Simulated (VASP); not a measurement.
# CsCdCl3 (P4/mmm) in VASP: a series of runs, part 3 of 3

VASP 6.6.1.

## 5. Single point, LDA

This run uses another cell than the first one, of 29.03 Å³/atom.

Input file INCAR:

```
SYSTEM = CsCdCl3
  PREC = Accurate
  ENCUT = 520
  EDIFF = 1E-6
  ISMEAR = 0
  SIGMA = 0.02
  LREAL = .FALSE.
  LASPH = .TRUE.
  NELM = 80
  ALGO = Normal
  ISIF = 2
  LWAVE = .FALSE.
  LCHARG = .FALSE.
  GGA = CA
  NBANDS = 29
```

Input file KPOINTS:

```
Automatic mesh
0
G
  6 6 6
  0 0 0
```

Input file POSCAR:

```
CsCdCl3
1.0
    5.4189030202      0.0000000000      0.0000000000
    0.0000000000      5.4189030202      0.0000000000
    0.0000000000      0.0000000000      4.9425581256
Cs Cd Cl
1 1 3
Direct
    0.0000000000      0.0000000000      0.0000000000
    0.5000000000      0.5000000000      0.5000000000
    0.0000000000      0.5000000000      0.5000000000
    0.5000000000      0.0000000000      0.5000000000
    0.5000000000      0.5000000000      0.0000000000
```

Potentials or basis: VASP PAW LDA potentials, release 64 (Cs_sv, Cd, Cl).

Run with:

```bash
cat potpaw_LDA.64/Cs_sv/POTCAR potpaw_LDA.64/Cd/POTCAR potpaw_LDA.64/Cl/POTCAR > POTCAR
mpirun -np 1 vasp_std > vasp.out
```

OUTCAR:

```text
SYSTEM = CsCdCl3
   PREC = Accurate
   ENCUT = 520
   EDIFF = 1E-6
   ISMEAR = 0
   LREAL = .FALSE.
   LASPH = .TRUE.
   NELM = 80
   ISIF = 2
   GGA = CA

 ion  position               nearest neighbor table
   1  0.000  0.000  0.000-
   2  0.500  0.500  0.500-   5 2.47   5 2.47   3 2.71   4 2.71   4 2.71   3 2.71
   3  0.000  0.500  0.500-   2 2.71   2 2.71
   4  0.500  0.000  0.500-   2 2.71   2 2.71
   5  0.500  0.500  0.000-   2 2.47   2 2.47

  LATTYP: Found a simple tetragonal cell.
 ALAT       =     5.4189030202
 C/A-ratio  =     0.9120956967

  Lattice vectors:

 A1 = (   5.4189030202,   0.0000000000,   0.0000000000)
 A2 = (   0.0000000000,   5.4189030202,   0.0000000000)
 A3 = (   0.0000000000,   0.0000000000,   4.9425581256)

Analysis of symmetry for initial positions (statically):
=====================================================================
 Subroutine PRICEL returns:
 Original cell was already a primitive cell.

 Routine SETGRP: Setting up the symmetry group for a
 simple tetragonal supercell.

 Subroutine GETGRP returns: Found 16 space group operations
 (whereof 16 operations were pure point group operations)
 out of a pool of 16 trial point group operations.

The static configuration has the point symmetry D_4h.

Analysis of symmetry for dynamics (positions and initial velocities):
=====================================================================
 Subroutine PRICEL returns:
 Original cell was already a primitive cell.

 Routine SETGRP: Setting up the symmetry group for a
 simple tetragonal supercell.

 Subroutine GETGRP returns: Found 16 space group operations
 (whereof 16 operations were pure point group operations)
 out of a pool of 16 trial point group operations.

The dynamic configuration has the point symmetry D_4h.

 Subroutine INISYM returns: Found 16 space group operations
 (whereof 16 operations are pure point group operations),
 and found     1 'primitive' translations

----------------------------------------------------------------------------------------

                                     Primitive cell

  volume of cell :     145.1358

  direct lattice vectors                    reciprocal lattice vectors
     5.418903020  0.000000000  0.000000000     0.184539195  0.000000000  0.000000000
     0.000000000  5.418903020  0.000000000     0.000000000  0.184539195  0.000000000
     0.000000000  0.000000000  4.942558126     0.000000000  0.000000000  0.202324378

  length of vectors
     5.418903020  5.418903020  4.942558126     0.184539195  0.184539195  0.202324378

  position of ions in fractional coordinates (direct lattice)
     0.000000000  0.000000000  0.000000000
     0.500000000  0.500000000  0.500000000
     0.000000000  0.500000000  0.500000000
     0.500000000  0.000000000  0.500000000
     0.500000000  0.500000000  0.000000000

  ion indices of the primitive-cell ions
   primitive index   ion index
                 1           1
                 2           2
                 3           3
                 4           4
                 5           5
[... 20 lines left out ...]
     0.000000000  0.000000000  0.000000000

 Subroutine IBZKPT returns following result:
 ===========================================

 Found     40 irreducible k-points:

 Following reciprocal coordinates:
            Coordinates               Weight
  0.000000  0.000000  0.000000      1.000000
  0.166667  0.000000  0.000000      4.000000
  0.333333  0.000000  0.000000      4.000000
  0.500000  0.000000  0.000000      2.000000
  0.166667  0.166667  0.000000      4.000000
  0.333333  0.166667  0.000000      8.000000
[... 16 lines left out ...]
  0.333333  0.000000  0.333333      8.000000
  0.500000  0.000000  0.333333      4.000000
 [... further k-points ...]
   k-points           NKPTS =     40   k-points in BZ     NKDIM =     40   number of bands    NBANDS=     29
   number of dos      NEDOS =    301   number of ions     NIONS =      5
   total plane-waves  NPLWV =  64000
   dimension x,y,z NGX =    40 NGY =   40 NGZ =   40
   dimension x,y,z NGXF=    80 NGYF=   80 NGZF=   80
   ions per type =               1   1   3
   NGX,Y,Z   is equivalent  to a cutoff of  12.27, 12.27, 13.45 a.u.
   NGXF,Y,Z  is equivalent  to a cutoff of  24.54, 24.54, 26.91 a.u.
 SYSTEM =  CsCdCl3
   PREC   = accura    normal or accurate (medium, high low for compatibility)
   ISTART =      0    job   : 0-new  1-cont  2-samecut
   ICHARG =      2    charge: 1-file 2-atom 10-const
   ISPIN  =      1    spin polarized calculation?
   LNONCOLLINEAR =      F non collinear calculations
   LSORBIT =      F    spin-orbit coupling
   LASPH  =      T    aspherical Exc in radial PAW
   ENCUT  =  520.0 eV  38.22 Ry    6.18 a.u.  10.08 10.08  9.19*2*pi/ulx,y,z
   NELM   =     80;   NELMIN=  2; NELMDL= -5     # of ELM steps
   EDIFF  = 0.1E-05   stopping-criterion for ELM
   LREAL  =      F    real-space projection
   EDIFFG = 0.1E-04   stopping-criterion for IOM
   NSW    =      0    number of steps for IOM
   IBRION =     -1    ionic relax: 0-MD 1-quasi-New 2-CG
   NFREE  =      0    steps in history (QN), initial steepest desc. (CG)
   ISIF   =      2    stress and relaxation
   ISYM   =      2    0-nonsym 1-usesym 2-fastsym
   POTIM  = 0.5000    time-step for ionic-motion
   TEBEG  =    0.0;   TEEND  =   0.0 temperature during run
   PSTRESS=    0.0 pullay stress
   NELECT =      42.0000    total number of electrons
   NUPDOWN=      -1.0000    fix difference up-down
   EMIN   =  10.00;   EMAX   =-10.00  energy-range for DOS
   EFERMI =   0.00;   METHOD = LEGACY
   ISMEAR =     0;   SIGMA  =   0.02  broadening in eV -4-tet -1-fermi 0-gaus
   EFERMI_NEDOS =   21; number of points for ismear=-14 and -15
   IALGO  =     38    algorithm
   IMIX   =      4    mixing-type and parameters
     AMIX     =   0.40;   BMIX     =  1.00
     AMIX_MAG =   1.60;   BMIX_MAG =  1.00
  volume/ion in A,a.u.               =      29.03       195.88
  Fermi-wavevector in a.u.,A,eV,Ry     =   1.082845  2.046281 15.953565  1.172554
  Thomas-Fermi vector in A             =   2.218897
   LORBIT       =      0    0 simple, 1 ext, 2 COOP (PROOUT), +10 PAW based schemes
   GGA     = CA    functional components
   LHFCALC =     F    Hartree Fock is set to
   AEXX    =    0.0000 exact exchange contribution
   IVDW    =     0    specifies the selected vdW correction
   LEPSILON=     F    determine dielectric tensor
   LRPA    =     F    only Hartree local field effects (RPA)
 non-spin polarized calculation
 Gauss-broadening in eV      SIGMA  =   0.02
  energy-cutoff  :      520.00
  volume of cell :      145.14
 maximum number of plane-waves:      3984
   NGX = 21   NGY = 21   NGZ = 19

 number of electron      41.9999990 magnetization

 Free energy of the ion-electron system (eV)
  ---------------------------------------------------
  ext. energy  EPLUGINS =         0.00000000
  ---------------------------------------------------
  free energy    TOTEN  =       -16.64632059 eV

  energy without entropy =      -16.64632059  energy(sigma->0) =      -16.64632059

 E-fermi :  -0.1404     XC(G=0):  -8.9952

 val. band max:       -0.2261104691   @ k =   0.5000   0.5000   0.5000
 cond. band min:       1.1536234650   @ k =   0.0000   0.0000   0.0000
 fundamental gap:      1.3797339341
 Fermi energy:        -0.1404211070

 k-point     1 :       0.0000    0.0000    0.0000
  band No.  band energies     occupation
      1     -19.2750      2.00000
      2     -14.0486      2.00000
      3     -13.2282      2.00000
      4     -13.0573      2.00000
      5      -6.9594      2.00000
      6      -6.9594      2.00000
[... 757 lines left out ...]
     28       8.1307      0.00000
     29       8.1367      0.00000

 [... further k-points ...]

------------------------ aborting loop because EDIFF is reached ----------------------------------------

  FORCE on cell =-STRESS in cart. coord.  units (eV):
  Direction    XX          YY          ZZ          XY          YZ          ZX
  --------------------------------------------------------------------------------------
  -------------------------------------------------------------------------------------
  Total       -3.1511874     -3.1511874      0.3051187      0.0000000      0.0000000      0.0000000
  in kB      -34.7864632    -34.7864632      3.3682543      0.0000000      0.0000000      0.0000000
  external PRESSURE =     -22.0682240 kB  Pullay stress =       0.0000000 kB

 VOLUME and BASIS-vectors are now :
 -----------------------------------------------------------------------------
  energy-cutoff  :      520.00
  volume of cell :      145.14
      direct lattice vectors                 reciprocal lattice vectors
     5.418903020  0.000000000  0.000000000     0.184539195  0.000000000  0.000000000
     0.000000000  5.418903020  0.000000000     0.000000000  0.184539195  0.000000000
     0.000000000  0.000000000  4.942558126     0.000000000  0.000000000  0.202324378

 POSITION                                       TOTAL-FORCE (eV/Angst)
 -----------------------------------------------------------------------------------
      0.00000      0.00000      0.00000         0.000000      0.000000      0.000000
      2.70945      2.70945      2.47128         0.000000      0.000000      0.000000
      0.00000      2.70945      2.47128         0.000000      0.000000      0.000000
      2.70945      0.00000      2.47128         0.000000      0.000000      0.000000
      2.70945      2.70945      0.00000         0.000000      0.000000      0.000000
 -----------------------------------------------------------------------------------
    total drift:                                0.000000      0.000000     -0.000000

  FREE ENERGIE OF THE ION-ELECTRON SYSTEM (eV)
  ---------------------------------------------------
  free  energy   TOTEN  =       -16.6463205908 eV

  energy  without entropy=      -16.6463205908  energy(sigma->0) =      -16.64632059
```

OSZICAR:

```text
N       E                     dE             d eps       ncg     rms          rms(c)
DAV:   1     0.293828494199E+03    0.29383E+03   -0.19546E+04  2320   0.129E+03
DAV:   2     0.494708421419E+01   -0.28888E+03   -0.28042E+03  2891   0.274E+02
DAV:   3    -0.174552858393E+02   -0.22402E+02   -0.22330E+02  2786   0.794E+01
DAV:   4    -0.177276764185E+02   -0.27239E+00   -0.27223E+00  2932   0.977E+00
DAV:   5    -0.177316305312E+02   -0.39541E-02   -0.39539E-02  2927   0.117E+00    0.834E+00
DAV:   6    -0.167884019820E+02    0.94323E+00   -0.17281E+00  2994   0.138E+01    0.699E+00
DAV:   7    -0.166617226623E+02    0.12668E+00   -0.54737E-01  2798   0.560E+00    0.374E+00
DAV:   8    -0.166496103811E+02    0.12112E-01   -0.17394E-01  2921   0.338E+00    0.894E-01
DAV:   9    -0.166464687952E+02    0.31416E-02   -0.23177E-02  2795   0.153E+00    0.227E-01
DAV:  10    -0.166463385560E+02    0.13024E-03   -0.21397E-03  2961   0.281E-01    0.582E-02
DAV:  11    -0.166463215781E+02    0.16978E-04   -0.21838E-04  2757   0.126E-01    0.329E-02
DAV:  12    -0.166463208888E+02    0.68933E-06   -0.20759E-05  3014   0.269E-02    0.739E-03
DAV:  13    -0.166463205908E+02    0.29794E-06   -0.20169E-06  2731   0.128E-02
   1 F= -.16646321E+02 E0= -.16646321E+02  d E =-.556932E-12
```

Wall time 94 s (1 thread of Intel Xeon Platinum 8259CL at 2.50GHz (Skylake/Cascade Lake), shared host); peak memory 0.3 GiB.

Results:

```
Free energy            : -16.6463 eV
Pressure               : -2.2 GPa
Band gap on the k mesh : 1.38 eV (least direct gap 2.00 eV)
```

Caveat: spin-orbit coupling is left out, which moves the levels of the heavy elements. A hybrid or GW would open this gap; LDA tends to underestimate it.

## 6. The runs side by side

| cell | gap on the mesh (eV) | pressure (GPa) |
| --- | --- | --- |
| a = 5.061, b = 5.061, c = 5.317 Å, 5 atoms | 1.49 | -0.3 |
| a = 5.035, b = 5.035, c = 5.419 Å, 5 atoms | 1.43 | -0.5 |
| a = 5.049, b = 5.049, c = 5.419 Å, 5 atoms | 1.43 | -0.7 |
| a = 5.419, b = 5.419, c = 4.943 Å, 5 atoms | 1.38 | -2.2 |

Alike in all rows: task single point; level LDA; potentials or basis VASP PAW LDA potentials, release 64 (Cs_sv, Cd, Cl); no spin polarisation; k mesh 6 × 6 × 6; cutoff (eV) 520; smearing gaussian 0.02 eV.

Caveats: spin-orbit coupling is left out, which moves the levels of the heavy elements.

Total energies depend on the potentials used, so only differences within one code and one set of settings carry meaning.
